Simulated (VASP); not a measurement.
# AlNi (P4mm) in VASP: single point with PBEsol

Aim: the single point of AlNi with PBEsol.

All numbers are computed with VASP 6.6.1; they aren't measurements. Logs are shortened: lines on timing, memory, paths and dates and some standing lists are left out, and cuts for length are marked.

## 1. The cell of the first run

The structure is tetragonal, space group P4mm (No. 99). Conventional cell: a = 2.862 Å, b = 2.862 Å, c = 14.586 Å, α = 90.00°, β = 90.00°, γ = 90.00°. Within 3.3 Å of Al (site symmetry 4mm) lie 8 Ni at 2.48 Å and 5 Al at 2.86 Å. Within 3.3 Å of Al (site symmetry 4mm) lie 8 Ni at 2.48 Å and 6 Al at 2.86 Å. Within 3.3 Å of Al (site symmetry 4mm) lie 4 Ni at 2.48 Å and 5 Al at 2.86 Å. Within 3.3 Å of Ni (site symmetry 4mm) lie 4 Al at 2.48 Å and 5 Ni at 2.86 Å. Within 3.3 Å of Ni (site symmetry 4mm) lie 8 Al at 2.48 Å and 6 Ni at 2.86 Å. Within 3.3 Å of Ni (site symmetry 4mm) lie 8 Al at 2.48 Å and 5 Ni at 2.86 Å.

## 2. Single point, PBEsol (the distance across one plane changed)

File INCAR:

```
  PREC = Accurate
  ENCUT = 520
  EDIFF = 1E-6
  ISMEAR = 0
  SIGMA = 0.15
  LREAL = False
  LASPH = True
  NELM = 100
  ALGO = Fast
  ISIF = 2
  LWAVE = False
  LCHARG = False
  GGA = PS
  NBANDS = 28
  LUSENCCL = False
```

File KPOINTS:

```
regular mesh
0
Gamma
  20 20 7
```

File POSCAR:

```
AlNi
1.0
    0.0000000000     -2.8621655562      0.0000000000
    0.0000000000      0.0000000000     -2.8621655562
   14.5864966686      0.0000000000      0.0000000000
Al Ni
3 3
Direct
    1.0000000000      0.0000000000      0.1471553525
    1.0000000000      0.0000000000      0.3433755705
    1.0000000000      0.0000000000      0.5395957885
    0.5000000000      0.5000000000      0.0490452435
    0.5000000000      0.5000000000      0.2452654615
    0.5000000000      0.5000000000      0.4414856795
```

Potentials or basis: VASP PAW PBE potentials, release 64 (Al, Ni).

On the command line:

```bash
$ cat potpaw_PBE.64/Al/POTCAR potpaw_PBE.64/Ni/POTCAR > POTCAR
$ mpirun -np 1 vasp_std > vasp.out
```

OUTCAR:

```text
PREC = Accurate
   ENCUT = 520
   EDIFF = 1E-6
   ISMEAR = 0
   LREAL = False
   LASPH = True
   NELM = 100
   ISIF = 2
   GGA = PS

 ion  position               nearest neighbor table
   1  0.000  0.000  0.147-   5 2.48   5 2.48   5 2.48   5 2.48   4 2.48   4 2.48   4 2.48   4 2.48
                             2 2.86
   2  0.000  0.000  0.343-   6 2.48   6 2.48   6 2.48   6 2.48   5 2.48   5 2.48   5 2.48   5 2.48
                             1 2.86   3 2.86
   3  0.000  0.000  0.540-   6 2.48   6 2.48   6 2.48   6 2.48   2 2.86
   4  0.500  0.500  0.049-   1 2.48   1 2.48   1 2.48   1 2.48   5 2.86
   5  0.500  0.500  0.245-   1 2.48   1 2.48   1 2.48   1 2.48   2 2.48   2 2.48   2 2.48   2 2.48
                             4 2.86   6 2.86
   6  0.500  0.500  0.441-   2 2.48   2 2.48   2 2.48   2 2.48   3 2.48   3 2.48   3 2.48   3 2.48
                             5 2.86

  LATTYP: Found a simple tetragonal cell.
 ALAT       =     2.8621655562
 C/A-ratio  =     5.0963147946

  Lattice vectors:

 A1 = (   0.0000000000,  -2.8621655562,   0.0000000000)
 A2 = (   0.0000000000,   0.0000000000,  -2.8621655562)
 A3 = (  14.5864966686,   0.0000000000,   0.0000000000)

Analysis of symmetry for initial positions (statically):
=====================================================================
 Subroutine PRICEL returns:
 Original cell was already a primitive cell.

 Routine SETGRP: Setting up the symmetry group for a
 simple tetragonal supercell.

 Subroutine GETGRP returns: Found  8 space group operations
 (whereof  8 operations were pure point group operations)
 out of a pool of 16 trial point group operations.

The static configuration has the point symmetry C_4v.

Analysis of symmetry for dynamics (positions and initial velocities):
=====================================================================
 Subroutine PRICEL returns:
 Original cell was already a primitive cell.

 Routine SETGRP: Setting up the symmetry group for a
 simple tetragonal supercell.

 Subroutine GETGRP returns: Found  8 space group operations
 (whereof  8 operations were pure point group operations)
 out of a pool of 16 trial point group operations.

The dynamic configuration has the point symmetry C_4v.

 Subroutine INISYM returns: Found  8 space group operations
 (whereof  8 operations are pure point group operations),
 and found     1 'primitive' translations

----------------------------------------------------------------------------------------

                                     Primitive cell

  volume of cell :     119.4925

  direct lattice vectors                    reciprocal lattice vectors
     0.000000000 -2.862165556  0.000000000     0.000000000 -0.349385799  0.000000000
     0.000000000  0.000000000 -2.862165556     0.000000000  0.000000000 -0.349385799
    14.586496669  0.000000000  0.000000000     0.068556558  0.000000000  0.000000000

  length of vectors
     2.862165556  2.862165556 14.586496669     0.349385799  0.349385799  0.068556558

  position of ions in fractional coordinates (direct lattice)
     0.000000000  0.000000000  0.147155353
     0.000000000  0.000000000  0.343375571
     0.000000000  0.000000000  0.539595789
     0.500000000  0.500000000  0.049045243
     0.500000000  0.500000000  0.245265461
     0.500000000  0.500000000  0.441485679

  ion indices of the primitive-cell ions
   primitive index   ion index
                 1           1
                 2           2
                 3           3
                 4           4
                 5           5
                 6           6

----------------------------------------------------------------------------------------

 KPOINTS: regular mesh

Automatic generation of k-mesh.
 Grid dimensions read from file:
 generate k-points for:   20   20    7

 Generating k-lattice:

  Cartesian coordinates                     Fractional coordinates (reciprocal lattice)
     0.000000000 -0.017469290  0.000000000     0.050000000  0.000000000  0.000000000
     0.000000000  0.000000000 -0.017469290     0.000000000  0.050000000  0.000000000
     0.009793794  0.000000000  0.000000000     0.000000000  0.000000000  0.142857143

  Length of vectors
     0.017469290  0.017469290  0.009793794

  Shift w.r.t. Gamma in fractional coordinates (k-lattice)
     0.000000000  0.000000000  0.000000000

 Subroutine IBZKPT returns following result:
 ===========================================

 Found    264 irreducible k-points:

 Following reciprocal coordinates:
            Coordinates               Weight
  0.000000  0.000000  0.000000      1.000000
  0.050000  0.000000  0.000000      4.000000
  0.100000  0.000000  0.000000      4.000000
  0.150000  0.000000  0.000000      4.000000
  0.200000  0.000000  0.000000      4.000000
  0.250000  0.000000  0.000000      4.000000
[... 16 lines left out ...]
  0.150000  0.100000  0.000000      8.000000
  0.200000  0.100000  0.000000      8.000000
 [... further k-points ...]
   k-points           NKPTS =    264   k-points in BZ     NKDIM =    264   number of bands    NBANDS=     28
   number of dos      NEDOS =    301   number of ions     NIONS =      6
   total plane-waves  NPLWV =  62208
   dimension x,y,z NGX =    24 NGY =   24 NGZ =  108
   dimension x,y,z NGXF=    48 NGYF=   48 NGZF=  216
   ions per type =               3   3
   NGX,Y,Z   is equivalent  to a cutoff of  13.94, 13.94, 12.31 a.u.
   NGXF,Y,Z  is equivalent  to a cutoff of  27.88, 27.88, 24.62 a.u.
 SYSTEM =  unknown system
   PREC   = accura    normal or accurate (medium, high low for compatibility)
   ISTART =      0    job   : 0-new  1-cont  2-samecut
   ICHARG =      2    charge: 1-file 2-atom 10-const
   ISPIN  =      1    spin polarized calculation?
   LNONCOLLINEAR =      F non collinear calculations
   LSORBIT =      F    spin-orbit coupling
   LASPH  =      T    aspherical Exc in radial PAW
   ENCUT  =  520.0 eV  38.22 Ry    6.18 a.u.   5.32  5.32 27.12*2*pi/ulx,y,z
   NELM   =    100;   NELMIN=  2; NELMDL= -5     # of ELM steps
   EDIFF  = 0.1E-05   stopping-criterion for ELM
   LREAL  =      F    real-space projection
   EDIFFG = 0.1E-04   stopping-criterion for IOM
   NSW    =      0    number of steps for IOM
   IBRION =     -1    ionic relax: 0-MD 1-quasi-New 2-CG
   NFREE  =      0    steps in history (QN), initial steepest desc. (CG)
   ISIF   =      2    stress and relaxation
   ISYM   =      2    0-nonsym 1-usesym 2-fastsym
   POTIM  = 0.5000    time-step for ionic-motion
   TEBEG  =    0.0;   TEEND  =   0.0 temperature during run
   PSTRESS=    0.0 pullay stress
   NELECT =      39.0000    total number of electrons
   NUPDOWN=      -1.0000    fix difference up-down
   EMIN   =  10.00;   EMAX   =-10.00  energy-range for DOS
   EFERMI =   0.00;   METHOD = LEGACY
   ISMEAR =     0;   SIGMA  =   0.15  broadening in eV -4-tet -1-fermi 0-gaus
   EFERMI_NEDOS =   21; number of points for ismear=-14 and -15
   IALGO  =     68    algorithm
   IMIX   =      4    mixing-type and parameters
     AMIX     =   0.40;   BMIX     =  1.00
     AMIX_MAG =   1.60;   BMIX_MAG =  1.00
  volume/ion in A,a.u.               =      19.92       134.40
  Fermi-wavevector in a.u.,A,eV,Ry     =   1.127153  2.130010 17.285846  1.270474
  Thomas-Fermi vector in A             =   2.263838
   LORBIT       =      0    0 simple, 1 ext, 2 COOP (PROOUT), +10 PAW based schemes
   GGA     = PS    functional components
   LHFCALC =     F    Hartree Fock is set to
   AEXX    =    0.0000 exact exchange contribution
   IVDW    =     0    specifies the selected vdW correction
   LEPSILON=     F    determine dielectric tensor
   LRPA    =     F    only Hartree local field effects (RPA)
 non-spin polarized calculation
 RMM-DIIS sequential band-by-band and
 Gauss-broadening in eV      SIGMA  =   0.15
  energy-cutoff  :      520.00
  volume of cell :      119.49
 maximum number of plane-waves:      3250
 NGX is ok and might be reduce to    24
   NGX = 11   NGY = 11   NGZ = 55

 number of electron      39.0000017 magnetization

 Free energy of the ion-electron system (eV)
  ---------------------------------------------------
  ext. energy  EPLUGINS =         0.00000000
  ---------------------------------------------------
  free energy    TOTEN  =       -32.02705493 eV

  energy without entropy =      -31.98563714  energy(sigma->0) =      -32.00634604

 E-fermi :   4.2772     XC(G=0):  -8.5710

 val. band max:        4.2697396616   @ k =   0.2000   0.1000   0.4286
 cond. band min:       4.2783840080   @ k =   0.2500   0.0000   0.2857
 fundamental gap:      0.0086443464
 Fermi energy:         4.2771883672

 k-point     1 :       0.0000    0.0000    0.0000
  band No.  band energies     occupation
      1      -6.5606      2.00000
      2      -5.2445      2.00000
      3      -3.3543      2.00000
      4      -1.1539      2.00000
      5       0.5526      2.00000
      6       1.0189      2.00000
[... 20 lines left out ...]
     27      11.8004      0.00000
     28      12.5442      0.00000

 k-point     2 :       0.0500    0.0000    0.0000
  band No.  band energies     occupation
      1      -6.5143      2.00000
      2      -5.1995      2.00000
      3      -3.3158      2.00000
      4      -1.1132      2.00000
      5       0.5741      2.00000
      6       1.0208      2.00000
[... 20 lines left out ...]
     27      11.2176      0.00000
     28      11.8653      0.00000

 k-point     3 :       0.1000    0.0000    0.0000
  band No.  band energies     occupation
      1      -6.3755      2.00000
      2      -5.0651      2.00000
      3      -3.2010      2.00000
      4      -0.9924      2.00000
      5       0.6364      2.00000
      6       1.0215      2.00000
[... 20 lines left out ...]
     27      11.2552      0.00000
     28      11.9973      0.00000

 k-point     4 :       0.1500    0.0000    0.0000
  band No.  band energies     occupation
      1      -6.1455      2.00000
      2      -4.8427      2.00000
      3      -3.0127      2.00000
      4      -0.7950      2.00000
      5       0.7318      2.00000
      6       1.0043      2.00000
[... 20 lines left out ...]
     27      10.8772      0.00000
     28      12.2399      0.00000

 k-point     5 :       0.2000    0.0000    0.0000
  band No.  band energies     occupation
      1      -5.8261      2.00000
      2      -4.5345      2.00000
      3      -2.7558      2.00000
      4      -0.5283      2.00000
      5       0.8404      2.00000
      6       0.9427      2.00000
[... 20 lines left out ...]
     27      11.2669      0.00000
     28      11.5349      0.00000

 k-point     6 :       0.2500    0.0000    0.0000
  band No.  band energies     occupation
      1      -5.4200      2.00000
      2      -4.1442      2.00000
      3      -2.4387      2.00000
      4      -0.2058      2.00000
      5       0.7448      2.00000
      6       0.9746      2.00000
[... 463 lines left out ...]
      5      -0.8047      2.00000
      6       0.7399      2.00000
[... 20 lines left out ...]
     27      10.4160      0.00000
     28      11.6733      0.00000

 k-point    22 :       0.1000    0.1000    0.0000
  band No.  band energies     occupation
      1      -6.1915      2.00000
      2      -4.8871      2.00000
      3      -3.0494      2.00000
      4      -0.8337      2.00000
      5       0.7158      2.00000
      6       1.0368      2.00000
[... 20 lines left out ...]
     27      10.6604      0.00000
     28      10.9289      0.00000

 k-point    23 :       0.1500    0.1000    0.0000
  band No.  band energies     occupation
      1      -5.9630      2.00000
      2      -4.6663      2.00000
      3      -2.8634      2.00000
      4      -0.6404      2.00000
      5       0.8049      2.00000
      6       1.0358      2.00000
[... 20 lines left out ...]
     27      10.2798      0.00000
     28      10.6276      0.00000

 k-point    24 :       0.2000    0.1000    0.0000
  band No.  band energies     occupation
      1      -5.6456      2.00000
      2      -4.3607      2.00000
      3      -2.6100      2.00000
      4      -0.3808      2.00000
      5       0.8996      2.00000
      6       0.9988      2.00000
[... 20 lines left out ...]
     27      10.7438      0.00000
     28      11.6365      0.00000

 [... further k-points ...]
[... 5 lines left out ...]
  --------------------------------------------------------------------------------------
  -------------------------------------------------------------------------------------
  Total       -0.8885384     -3.5121902     -3.5121902      0.0000000      0.0000000      0.0000000
  in kB      -11.9136902    -47.0921053    -47.0921053      0.0000000      0.0000000      0.0000000
  external PRESSURE =     -35.3659669 kB  Pullay stress =       0.0000000 kB

 VOLUME and BASIS-vectors are now :
 -----------------------------------------------------------------------------
  energy-cutoff  :      520.00
  volume of cell :      119.49
      direct lattice vectors                 reciprocal lattice vectors
     0.000000000 -2.862165556  0.000000000     0.000000000 -0.349385799  0.000000000
     0.000000000  0.000000000 -2.862165556     0.000000000  0.000000000 -0.349385799
    14.586496669  0.000000000  0.000000000     0.068556558  0.000000000  0.000000000

 POSITION                                       TOTAL-FORCE (eV/Angst)
 -----------------------------------------------------------------------------------
      2.14648      0.00000      0.00000        -1.024941     -0.000000     -0.000000
      5.00865      0.00000      0.00000        -0.057057     -0.000000     -0.000000
      7.87081      0.00000      0.00000        -0.216467     -0.000000     -0.000000
      0.71540     -1.43108     -1.43108         0.757675     -0.000000      0.000000
      3.57756     -1.43108     -1.43108         0.210277     -0.000000      0.000000
      6.43973     -1.43108     -1.43108         0.330513      0.000000     -0.000000
 -----------------------------------------------------------------------------------
    total drift:                                0.004891     -0.000000      0.000000

  FREE ENERGIE OF THE ION-ELECTRON SYSTEM (eV)
  ---------------------------------------------------
  free  energy   TOTEN  =       -32.0270549332 eV

  energy  without entropy=      -31.9856371411  energy(sigma->0) =      -32.00634604
```

It took 16 min on 1 × NVIDIA H100 80GB with 1 thread of AMD EPYC 7R13 (Zen 3), shared host; peak memory 1.8 GiB.

What came out:

| Quantity | Value |
| --- | --- |
| Free energy | -32.0271 eV |
| Pressure | -3.5 GPa |
| Largest force | 1.025 eV/Å |
| Band gap on the k mesh | zero (an odd number of electrons rules out a gap without spin polarisation) |

Forces on the atoms (eV/Å):
```
Al  -1.025  0.000  0.000
Al  -0.057  0.000  0.000
Al  -0.216  0.000  0.000
Ni   0.758  0.000  0.000
Ni   0.210  0.000  0.000
Ni   0.331  0.000  0.000
```

Levels at points of the mesh, in eV from the Fermi level:
| k point | band 18 | band 19 | band 20 | band 21 | band 22 | band 23 |
| --- | --- | --- | --- | --- | --- | --- |
| (0.00, 0.00, 0.00) | -0.83 | -0.65 | -0.55 | 1.07 | 2.91 | 5.38 |
| (0.50, 0.00, 0.00) | -0.78 | -0.75 | -0.71 | -0.21 | -0.07 | 2.00 |
| (0.50, 0.50, 0.00) | 0.02 | 0.02 | 1.57 | 2.06 | 2.16 | 2.35 |

Caveat: the cell differs from its parent crystal (the distance across one plane changed); the cell stands under tension; the PAW data sets were made with another functional, which shifts forces and pressure a little. Spin polarisation is off, so any magnetic state and its effect on volume and gap are missing.
